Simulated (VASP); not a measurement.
# LiNbO3 (R3c) in VASP: a series of runs, part 2 of 2

VASP 6.6.1. The steps go on from the part before.

### 3 Single point, PBE

This run uses another cell than the first one, of 10.87 Å³/atom, 1.023 times its volume.

Contents of INCAR:

```
SYSTEM = LiNbO3
  PREC = Accurate
  ENCUT = 520
  EDIFF = 1E-6
  ISMEAR = 0
  SIGMA = 0.01
  LREAL = .FALSE.
  LASPH = .TRUE.
  NELM = 100
  ALGO = Normal
  ISIF = 2
  LWAVE = .FALSE.
  LCHARG = .FALSE.
  GGA = PE
  NBANDS = 45
```

Contents of KPOINTS:

```
regular mesh
0
G
  4 4 4
  0 0 0
```

Contents of POSCAR:

```
LiNbO3
1.0
    2.5983388431      1.5001516305      4.6468313712
   -2.5983388431      1.5001516305      4.6468313712
    0.0000000000     -3.0003032610      4.6468313712
Li Nb O
2 2 6
Direct
    0.3012305125      0.3012305125      0.3012305125
    0.8012305125      0.8012305125      0.8012305125
    0.0203305370      0.0203305370      0.0203305370
    0.5203305370      0.5203305370      0.5203305370
    0.1305912375      0.3780469485      0.7410007644
    0.7410007644      0.1305912375      0.3780469485
    0.3780469485      0.7410007644      0.1305912375
    0.2410007644      0.8780469485      0.6305912375
    0.8780469485      0.6305912375      0.2410007644
    0.6305912375      0.2410007644      0.8780469485
```

Potentials or basis: VASP PAW PBE potentials, release 64 (Li_sv, Nb_sv, O).

The run is started by

```sh
$ cat potpaw_PBE.64/Li_sv/POTCAR potpaw_PBE.64/Nb_sv/POTCAR potpaw_PBE.64/O/POTCAR > POTCAR
$ mpirun -np 1 vasp_std > vasp.out
```

OUTCAR:

```text
SYSTEM = LiNbO3
   PREC = Accurate
   ENCUT = 520
   EDIFF = 1E-6
   ISMEAR = 0
   LREAL = .FALSE.
   LASPH = .TRUE.
   NELM = 100
   ISIF = 2
   GGA = PE

 ion  position               nearest neighbor table
   1  0.301  0.301  0.301-   8 2.08  10 2.08   9 2.08   5 2.26   7 2.26   6 2.26
   2  0.801  0.801  0.801-   7 2.08   6 2.08   5 2.08   9 2.26   8 2.26  10 2.26
   3  0.020  0.020  0.020-   5 1.89   6 1.89   7 1.89   9 2.15   8 2.15  10 2.15
   4  0.520  0.520  0.520-   9 1.89  10 1.89   8 1.89   5 2.15   7 2.15   6 2.15
   5  0.131  0.378  0.741-   3 1.89   2 2.08   4 2.15   1 2.26
   6  0.741  0.131  0.378-   3 1.89   2 2.08   4 2.15   1 2.26
   7  0.378  0.741  0.131-   3 1.89   2 2.08   4 2.15   1 2.26
   8  0.241  0.878  0.631-   4 1.89   1 2.08   3 2.15   2 2.26
   9  0.878  0.631  0.241-   4 1.89   1 2.08   3 2.15   2 2.26
  10  0.631  0.241  0.878-   4 1.89   1 2.08   3 2.15   2 2.26

  LATTYP: Found a trigonal (rhomboedric) cell.
 ALAT       =     5.5312621932
 COS(alpha) =     0.5586602179

  Lattice vectors:

 A1 = (   2.5983388431,   1.5001516305,   4.6468313712)
 A2 = (  -2.5983388431,   1.5001516305,   4.6468313712)
 A3 = (   0.0000000000,  -3.0003032610,   4.6468313712)

Analysis of symmetry for initial positions (statically):
=====================================================================
 Subroutine PRICEL returns:
 Original cell was already a primitive cell.

 Routine SETGRP: Setting up the symmetry group for a
 trigonal (rhombohedral) supercell.

 Subroutine GETGRP returns: Found  6 space group operations
 (whereof  3 operations were pure point group operations)
 out of a pool of 12 trial point group operations.

The static configuration has the point symmetry C_3 .
 The point group associated with its full space group is C_3v.

Analysis of symmetry for dynamics (positions and initial velocities):
=====================================================================
[... 142 lines left out ...]
   AEXX    =    0.0000 exact exchange contribution
   IVDW    =     0    specifies the selected vdW correction
   LEPSILON=     F    determine dielectric tensor
   LRPA    =     F    only Hartree local field effects (RPA)
 non-spin polarized calculation
 Gauss-broadening in eV      SIGMA  =   0.01
  energy-cutoff  :      520.00
  volume of cell :      108.68
 maximum number of plane-waves:      2957
 NGX is ok and might be reduce to    42
   NGX = 21   NGY = 21   NGZ = 21

 number of electron      68.0000011 magnetization

 Free energy of the ion-electron system (eV)
  ---------------------------------------------------
  ext. energy  EPLUGINS =         0.00000000
  ---------------------------------------------------
  free energy    TOTEN  =       -80.04036790 eV

  energy without entropy =      -80.04036790  energy(sigma->0) =      -80.04036790

 E-fermi :   3.4803     XC(G=0): -10.6822

 val. band max:        3.3418399613   @ k =   0.0000   0.0000   0.0000
 cond. band min:       6.8941337309   @ k =   0.5000   0.2500  -0.0000
 fundamental gap:      3.5522937696
 Fermi energy:         3.4802903759

 k-point     1 :       0.0000    0.0000    0.0000
  band No.  band energies     occupation
      1     -50.8823      2.00000
      2     -50.8688      2.00000
      3     -39.3170      2.00000
      4     -39.3147      2.00000
      5     -27.1569      2.00000
      6     -27.1569      2.00000
[... 613 lines left out ...]
     44      12.1045      0.00000
     45      12.3992      0.00000

------------------------ aborting loop because EDIFF is reached ----------------------------------------

  FORCE on cell =-STRESS in cart. coord.  units (eV):
  Direction    XX          YY          ZZ          XY          YZ          ZX
  --------------------------------------------------------------------------------------
  -------------------------------------------------------------------------------------
  Total       -0.2098707     -0.2098707      0.4672401      0.0000000      0.0000000      0.0000000
  in kB       -3.0940209     -3.0940209      6.8882928      0.0000000      0.0000000      0.0000000
  external PRESSURE =       0.2334170 kB  Pullay stress =       0.0000000 kB

 VOLUME and BASIS-vectors are now :
 -----------------------------------------------------------------------------
  energy-cutoff  :      520.00
  volume of cell :      108.68
      direct lattice vectors                 reciprocal lattice vectors
     2.598338843  1.500151630  4.646831371     0.192430637  0.111099880  0.071733469
    -2.598338843  1.500151630  4.646831371    -0.192430637  0.111099880  0.071733469
     0.000000000 -3.000303261  4.646831371     0.000000000 -0.222199761  0.071733469

 POSITION                                       TOTAL-FORCE (eV/Angst)
 -----------------------------------------------------------------------------------
      0.00000      0.00000      4.19930        -0.000000      0.000000      0.001802
      0.00000      0.00000     11.16955        -0.000000      0.000000      0.001802
      0.00000      0.00000      0.28342        -0.000000      0.000000     -0.025042
      0.00000      0.00000      7.25366        -0.000000      0.000000     -0.025042
     -0.64297     -1.46019      5.80686         0.008365      0.003289      0.007747
      1.58605      0.17326      5.80686        -0.007031      0.005600      0.007747
     -0.94308      1.28693      5.80686        -0.001334     -0.008889      0.007747
     -1.65526     -0.21322      8.13028         0.001334     -0.008889      0.007747
      0.64297      1.54011      8.13028        -0.008365      0.003289      0.007747
      1.01229     -1.32689      8.13028         0.007031      0.005600      0.007747
 -----------------------------------------------------------------------------------
    total drift:                                0.000000      0.000002     -0.000311

  FREE ENERGIE OF THE ION-ELECTRON SYSTEM (eV)
  ---------------------------------------------------
  free  energy   TOTEN  =       -80.0403679028 eV

  energy  without entropy=      -80.0403679028  energy(sigma->0) =      -80.04036790
```

OSZICAR:

```text
N       E                     dE             d eps       ncg     rms          rms(c)
DAV:   1     0.715589000414E+03    0.71559E+03   -0.36289E+04  1170   0.159E+03
DAV:   2    -0.322247175038E+02   -0.74781E+03   -0.72217E+03  1507   0.547E+02
DAV:   3    -0.924724796053E+02   -0.60248E+02   -0.59741E+02  1732   0.141E+02
DAV:   4    -0.978531781810E+02   -0.53807E+01   -0.53662E+01  2044   0.384E+01
DAV:   5    -0.981346795226E+02   -0.28150E+00   -0.28140E+00  1796   0.631E+00    0.272E+01
DAV:   6    -0.801432660711E+02    0.17991E+02   -0.78122E+01  1676   0.534E+01    0.942E+00
DAV:   7    -0.800372648233E+02    0.10600E+00   -0.81896E+00  1852   0.162E+01    0.544E+00
DAV:   8    -0.800382736841E+02   -0.10089E-02   -0.83637E-01  1884   0.638E+00    0.183E+00
DAV:   9    -0.800348922084E+02    0.33815E-02   -0.14749E-01  1641   0.286E+00    0.954E-01
DAV:  10    -0.800403902966E+02   -0.54981E-02   -0.37907E-02  1596   0.138E+00    0.170E-01
DAV:  11    -0.800402589752E+02    0.13132E-03   -0.37073E-03  1792   0.389E-01    0.487E-02
DAV:  12    -0.800403683701E+02   -0.10939E-03   -0.34100E-04  1628   0.136E-01    0.198E-02
DAV:  13    -0.800403697542E+02   -0.13841E-05   -0.90341E-05  2013   0.598E-02    0.195E-02
DAV:  14    -0.800403691394E+02    0.61477E-06   -0.18241E-05  1676   0.352E-02    0.656E-03
DAV:  15    -0.800403678535E+02    0.12859E-05   -0.20511E-06  1028   0.128E-02    0.236E-03
DAV:  16    -0.800403679028E+02   -0.49291E-07   -0.45520E-07   780   0.645E-03
   1 F= -.80040368E+02 E0= -.80040368E+02  d E =-.996465E-87
```

Run time: 94 s. Hardware: 1 thread of Intel Xeon Platinum 8259CL at 2.50GHz (Skylake/Cascade Lake), shared host; peak memory 0.27 GiB.

Results:

```yaml
Free_energy: -80.0404 eV
Largest_force: 0.025 eV/Å
Band_gap_on_the_k_mesh: 3.55 eV, indirect (least direct gap 3.58 eV)
```

Forces on the atoms (eV/Å):
```
Li   0.000  0.000  0.002
Li   0.000  0.000  0.002
Nb   0.000  0.000 -0.025
Nb   0.000  0.000 -0.025
O    0.008  0.003  0.008
O   -0.007  0.006  0.008
O   -0.001 -0.009  0.008
O    0.001 -0.009  0.008
O   -0.008  0.003  0.008
O    0.007  0.006  0.008
```

Levels at points of the mesh, in eV from the valence-band top:
```csv
k point,band 32,band 33,band 34,band 35,band 36,band 37
"(0.00, 0.00, 0.00)",-0.49,0.00,0.00,3.58,3.58,4.01
"(0.50, 0.00, 0.00)",-0.29,-0.21,-0.21,3.84,3.84,4.64
"(0.50, 0.50, 0.00)",-0.67,-0.49,-0.19,3.65,4.10,4.55
"(0.50, 0.50, 0.50)",-0.31,-0.31,-0.31,4.54,4.54,4.76
```

Caveat: the cutoff is under 1.25 times the usual one of these potentials, so pressure, stress and relaxed cells hold a basis-set (Pulay) error. A hybrid or GW would open this gap; PBE tends to underestimate it.
